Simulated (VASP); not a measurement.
# C (Fmmm) in VASP: a series of runs

C is run at these levels: PBE+D3(BJ); tasks: relaxation of cell and atoms, single point.

Everything below comes from runs of VASP 6.6.1. Logs are shortened: lines on timing, memory, paths and dates and some standing lists are left out, and cuts for length are marked.

## Step 1: The cell of the first run

Symmetry: Fmmm, No. 69, orthorhombic system. Conventional cell: a = 2.465 Å, b = 4.269 Å, c = 6.802 Å, α = 90.00°, β = 90.00°, γ = 90.00°. C (site symmetry m2m) has 3 C at 1.42 Å within 1.9 Å.

## Step 2: Relaxation of cell and atoms, PBE+D3(BJ)

The input, INCAR:

```
SYSTEM = C
PREC     = Accurate       ! precision mode
ENCUT    = 600            ! plane-wave cutoff, eV
EDIFF    = 1E-7           ! SCF threshold, eV
ISMEAR   = 0              ! smearing method
SIGMA    = 0.02           ! smearing width, eV
LREAL    = .FALSE.        ! projectors in reciprocal space
LASPH    = .TRUE.         ! aspherical terms in the spheres
NELM     = 80             ! most SCF steps
ALGO     = Normal         ! electronic algorithm
ISIF     = 3              ! what is computed and relaxed
LWAVE    = .FALSE.        ! write WAVECAR
LCHARG   = .FALSE.        ! write CHGCAR
GGA      = PE             ! functional
IVDW     = 12             ! dispersion correction
IBRION   = 2              ! ionic algorithm
NSW      = 100            ! ionic steps
EDIFFG   = -0.005         ! ionic threshold
```

The input, KPOINTS:

```
Automatic mesh
0
G
  18 18 18
  0 0 0
```

The input, POSCAR:

```
C
1.0
    0.0000000000      2.1345586107      3.4012476533
    1.2324943782      0.0000000000      3.4012476533
    1.2324943782      2.1345586107      0.0000000000
C
2
Direct
    0.1667275111      0.8332724889      0.1667275111
    0.8332724889      0.1667275111      0.8332724889
```

Potentials or basis: VASP PAW PBE potentials, release 64 (C).

Command:

```
$ cat potpaw_PBE.64/C/POTCAR > POTCAR
$ mpirun -np 1 vasp_std > vasp.out
```

OUTCAR:

```text
SYSTEM = C
   PREC = Accurate
   ENCUT = 600
   EDIFF = 1E-7
   ISMEAR = 0
   LREAL = .FALSE.
   LASPH = .TRUE.
   NELM = 80
   ISIF = 3
   GGA = PE
   IVDW = 12
   IBRION = 2
   NSW = 100
   EDIFFG = -0.005
 IVDW          = 12

 ion  position               nearest neighbor table
   1  0.167  0.833  0.167-   2 1.42   2 1.42   2 1.42
   2  0.833  0.167  0.833-   1 1.42   1 1.42   1 1.42

  LATTYP: Found a face centered orthorhombic cell.
 ALAT       =     2.4649887564
 B/A-ratio  =     1.7319012958
 C/A-ratio  =     2.7596455720

  Lattice vectors:

 A1 = (   0.0000000000,   2.1345586107,   3.4012476533)
 A2 = (   1.2324943782,   0.0000000000,   3.4012476533)
 A3 = (   1.2324943782,   2.1345586107,   0.0000000000)

Analysis of symmetry for initial positions (statically):
=====================================================================
 Subroutine PRICEL returns:
 Original cell was already a primitive cell.

 Routine SETGRP: Setting up the symmetry group for a
 face centered orthorhombic supercell.

 Subroutine GETGRP returns: Found  8 space group operations
 (whereof  8 operations were pure point group operations)
 out of a pool of  8 trial point group operations.

The static configuration has the point symmetry D_2h.

Analysis of symmetry for dynamics (positions and initial velocities):
=====================================================================
 Subroutine PRICEL returns:
 Original cell was already a primitive cell.

 Routine SETGRP: Setting up the symmetry group for a
 face centered orthorhombic supercell.

 Subroutine GETGRP returns: Found  8 space group operations
 (whereof  8 operations were pure point group operations)
 out of a pool of  8 trial point group operations.

The dynamic configuration has the point symmetry D_2h.

 Subroutine INISYM returns: Found  8 space group operations
 (whereof  8 operations are pure point group operations),
 and found     1 'primitive' translations

----------------------------------------------------------------------------------------

                                     Primitive cell

  volume of cell :      17.8962

  direct lattice vectors                    reciprocal lattice vectors
     0.000000000  2.134558611  3.401247653    -0.405681364  0.234240464  0.147004879
     1.232494378  0.000000000  3.401247653     0.405681364 -0.234240464  0.147004879
     1.232494378  2.134558611  0.000000000     0.405681364  0.234240464 -0.147004879

  length of vectors
     4.015572943  3.617668861  2.464829174     0.490974947  0.490974947  0.490974947

  position of ions in fractional coordinates (direct lattice)
     0.166727511  0.833272489  0.166727511
     0.833272489  0.166727511  0.833272489

  ion indices of the primitive-cell ions
   primitive index   ion index
                 1           1
                 2           2

----------------------------------------------------------------------------------------

 KPOINTS: Automatic mesh

Automatic generation of k-mesh.
 Grid dimensions read from file:
 generate k-points for:   18   18   18

 Generating k-lattice:

  Cartesian coordinates                     Fractional coordinates (reciprocal lattice)
    -0.022537854  0.013013359  0.008166938     0.055555556  0.000000000  0.000000000
     0.022537854 -0.013013359  0.008166938     0.000000000  0.055555556  0.000000000
     0.022537854  0.013013359 -0.008166938     0.000000000  0.000000000  0.055555556

  Length of vectors
     0.027276386  0.027276386  0.027276386

  Shift w.r.t. Gamma in fractional coordinates (k-lattice)
     0.000000000  0.000000000  0.000000000

 Subroutine IBZKPT returns following result:
 ===========================================

 Found    865 irreducible k-points:

 Following reciprocal coordinates:
            Coordinates               Weight
  0.000000  0.000000  0.000000      1.000000
  0.055556  0.000000  0.000000      8.000000
  0.111111  0.000000  0.000000      8.000000
  0.166667  0.000000  0.000000      8.000000
  0.222222 -0.000000  0.000000      8.000000
  0.277778  0.000000  0.000000      8.000000
[... 16 lines left out ...]
 -0.277778  0.055556  0.000000      8.000000
 -0.222222  0.055556  0.000000      8.000000
 [... further k-points ...]
   k-points           NKPTS =    865   k-points in BZ     NKDIM =    865   number of bands    NBANDS=      8
   number of dos      NEDOS =    301   number of ions     NIONS =      2
   total plane-waves  NPLWV =  19200
   dimension x,y,z NGX =    32 NGY =   30 NGZ =   20
   dimension x,y,z NGXF=    64 NGYF=   60 NGZF=   40
   ions per type =               2
   NGX,Y,Z   is equivalent  to a cutoff of  13.25, 13.79, 13.49 a.u.
   NGXF,Y,Z  is equivalent  to a cutoff of  26.50, 27.57, 26.98 a.u.
 SYSTEM =  C
   PREC   = accura    normal or accurate (medium, high low for compatibility)
   ISTART =      0    job   : 0-new  1-cont  2-samecut
   ICHARG =      2    charge: 1-file 2-atom 10-const
   ISPIN  =      1    spin polarized calculation?
   LNONCOLLINEAR =      F non collinear calculations
   LSORBIT =      F    spin-orbit coupling
   LASPH  =      T    aspherical Exc in radial PAW
   ENCUT  =  600.0 eV  44.10 Ry    6.64 a.u.   8.02  7.23  4.92*2*pi/ulx,y,z
   NELM   =     80;   NELMIN=  2; NELMDL= -5     # of ELM steps
   EDIFF  = 0.1E-06   stopping-criterion for ELM
   LREAL  =      F    real-space projection
   EDIFFG = -.5E-02   stopping-criterion for IOM
   NSW    =    100    number of steps for IOM
   IBRION =      2    ionic relax: 0-MD 1-quasi-New 2-CG
   NFREE  =      1    steps in history (QN), initial steepest desc. (CG)
   ISIF   =      3    stress and relaxation
   ISYM   =      2    0-nonsym 1-usesym 2-fastsym
   POTIM  = 0.5000    time-step for ionic-motion
   TEBEG  =    0.0;   TEEND  =   0.0 temperature during run
   PSTRESS=    0.0 pullay stress
   NELECT =       8.0000    total number of electrons
   NUPDOWN=      -1.0000    fix difference up-down
   EMIN   =  10.00;   EMAX   =-10.00  energy-range for DOS
   EFERMI =   0.00;   METHOD = LEGACY
   ISMEAR =     0;   SIGMA  =   0.02  broadening in eV -4-tet -1-fermi 0-gaus
   EFERMI_NEDOS =   21; number of points for ismear=-14 and -15
   IALGO  =     38    algorithm
   IMIX   =      4    mixing-type and parameters
     AMIX     =   0.40;   BMIX     =  1.00
     AMIX_MAG =   1.60;   BMIX_MAG =  1.00
  volume/ion in A,a.u.               =       8.95        60.38
  Fermi-wavevector in a.u.,A,eV,Ry     =   1.251750  2.365465 21.318683  1.566879
  Thomas-Fermi vector in A             =   2.385683
   LORBIT       =      0    0 simple, 1 ext, 2 COOP (PROOUT), +10 PAW based schemes
   GGA     = PE    functional components
   LHFCALC =     F    Hartree Fock is set to
   AEXX    =    0.0000 exact exchange contribution
   IVDW    =    12    specifies the selected vdW correction
   LEPSILON=     F    determine dielectric tensor
   LRPA    =     F    only Hartree local field effects (RPA)
 conjugate gradient relaxation of ions
 non-spin polarized calculation
 Gauss-broadening in eV      SIGMA  =   0.02
  energy-cutoff  :      600.00
  volume of cell :       17.90
 maximum number of plane-waves:       617
   NGX = 15   NGY = 15   NGZ =  9

--------------------------------------- Ionic step        1  -------------------------------------------

 number of electron       8.0000000 magnetization

 Free energy of the ion-electron system (eV)
  ---------------------------------------------------
  ext. energy  EPLUGINS =         0.00000000
  ---------------------------------------------------
  free energy    TOTEN  =       -18.42935206 eV

  energy without entropy =      -18.42935146  energy(sigma->0) =      -18.42935176

------------------------ aborting loop because EDIFF is reached ----------------------------------------

 Edisp (eV)   -0.30758

 E8    (eV) :    -0.0870

  FORCE on cell =-STRESS in cart. coord.  units (eV):
  Direction    XX          YY          ZZ          XY          YZ          ZX
  --------------------------------------------------------------------------------------
  -------------------------------------------------------------------------------------
  Total       0.04838    -0.00254    -0.03905     0.00000     0.00000     0.00000
  in kB       4.33126    -0.22764    -3.49593     0.00000     0.00000     0.00000
  external pressure =        0.20 kB  Pullay stress =        0.00 kB
[... 97 lines left out ...]
  FREE ENERGIE OF THE ION-ELECTRON SYSTEM (eV)
  ---------------------------------------------------
  free  energy   TOTEN  =       -18.7369570938 eV

  energy  without entropy=      -18.7369565006  energy(sigma->0) =      -18.73695680

[... ionic steps 4 to 12 ...]

--------------------------------------- Ionic step       13  -------------------------------------------

 number of electron       8.0000000 magnetization

------------------------ aborting loop because EDIFF is reached ----------------------------------------

 Edisp (eV)   -0.31125

 E8    (eV) :    -0.0882
[... 69 lines left out ...]
  energy  without entropy=      -18.7371458766  energy(sigma->0) =      -18.73714607

--------------------------------------- Ionic step       15  -------------------------------------------

 number of electron       8.0000000 magnetization

 Free energy of the ion-electron system (eV)
  ---------------------------------------------------
  ext. energy  EPLUGINS =         0.00000000
  ---------------------------------------------------
  free energy    TOTEN  =       -18.42582529 eV

  energy without entropy =      -18.42582490  energy(sigma->0) =      -18.42582509

 E-fermi :   4.6475     XC(G=0): -10.2958

 val. band max:        4.6091867166   @ k =  -0.2778   0.0556   0.3333
 cond. band min:       4.6859041642   @ k =  -0.2222   0.1111   0.3333
 fundamental gap:      0.0767174475
 Fermi energy:         4.6475453911

 k-point     1 :       0.0000    0.0000    0.0000
  band No.  band energies     occupation
      1     -15.0006      2.00000
      2      -1.9190      2.00000
      3       1.6351      2.00000
      4       1.6512      2.00000
      5       8.9059      0.00000
      6      12.9766      0.00000
      7      13.0406      0.00000
      8      16.0353      0.00000
[... 243 lines left out ...]
 k-point    24 :      -0.2222    0.0556    0.0000
  band No.  band energies     occupation
      1     -13.1620      2.00000
      2      -3.4457      2.00000
      3      -0.6402      2.00000
      4      -0.0464      2.00000
      5      10.7818      0.00000
      6      11.4538      0.00000
      7      12.6842      0.00000
      8      19.0124      0.00000

 [... further k-points ...]

------------------------ aborting loop because EDIFF is reached ----------------------------------------

 Edisp (eV)   -0.31132

 E8    (eV) :    -0.0882

  FORCE on cell =-STRESS in cart. coord.  units (eV):
  Direction    XX          YY          ZZ          XY          YZ          ZX
  --------------------------------------------------------------------------------------
  -------------------------------------------------------------------------------------
  Total       0.00217     0.00101    -0.00132     0.00000     0.00000     0.00000
  in kB       0.19622     0.09095    -0.11965     0.00000     0.00000     0.00000
  external pressure =        0.06 kB  Pullay stress =        0.00 kB
[... 17 lines left out ...]
  FREE ENERGIE OF THE ION-ELECTRON SYSTEM (eV)
  ---------------------------------------------------
  free  energy   TOTEN  =       -18.7371475914 eV

  energy  without entropy=      -18.7371472004  energy(sigma->0) =      -18.73714740

 reached required accuracy - stopping structural energy minimisation
```

Run time: 25 min. Hardware: 1 thread of Intel Xeon 8259CL, shared host; peak memory 0.27 GiB.

Results:

```yaml
Free_energy: -18.7371 eV
Relaxed_volume: 8.86 Å³/atom
Relaxed_cell: a = 3.987 Å, b = 3.586 Å, c = 2.465 Å, α = 80.10°, β = 62.38°, γ = 37.52°
Space_group_after_relaxing_to_0.1_Å: Fmmm (No. 69)
Energy_gained_by_relaxing: 0.1 meV/atom
Ionic_steps: 15
Pressure_after_relaxing: 0.0 GPa
Dispersion_energy_per_atom: -0.156 eV
```

The path:
| step | energy change (eV) | largest force (eV/Å) | pressure (GPa) | volume (Å³) |
| --- | --- | --- | --- | --- |
| 1 | 0.0000 | 0.0224 | 0.02 | 17.90 |
| 2 | 0.0001 | 0.1113 | -0.44 | 17.90 |
| 3 | 0.0000 | 0.0143 | -0.11 | 17.90 |
| 4 | 0.0000 | 0.0112 | -0.22 | 17.88 |
| 5 | -0.0001 | 0.0238 | -0.31 | 17.88 |
| 6 | -0.0001 | 0.0219 | -0.30 | 17.87 |
| 7 | -0.0001 | 0.0199 | -0.28 | 17.86 |
| 8 | -0.0001 | 0.0160 | -0.23 | 17.85 |
| 9 | -0.0001 | 0.0081 | -0.15 | 17.82 |
| 10 | -0.0002 | 0.0078 | 0.03 | 17.76 |
| 11 | -0.0002 | 0.0100 | 0.05 | 17.73 |
| 12 | -0.0002 | 0.0151 | 0.05 | 17.72 |
| 13 | -0.0002 | 0.0162 | 0.05 | 17.72 |
| 14 | -0.0002 | 0.0098 | 0.00 | 17.72 |
| 15 | -0.0002 | 0.0003 | 0.01 | 17.72 |

Final structure:
```yaml
crystal:
  lattice:
    - [0.00000, 2.13430, 3.36704]
    - [1.23291, 0.00000, 3.36704]
    - [1.23291, 2.13430, 0.00000]
  atoms:
    - { symbol: C, position: [0.16669, 0.83331, 0.16669] }
    - { symbol: C, position: [0.83331, 0.16669, 0.83331] }
```

(Continued in part 2 of 2.)
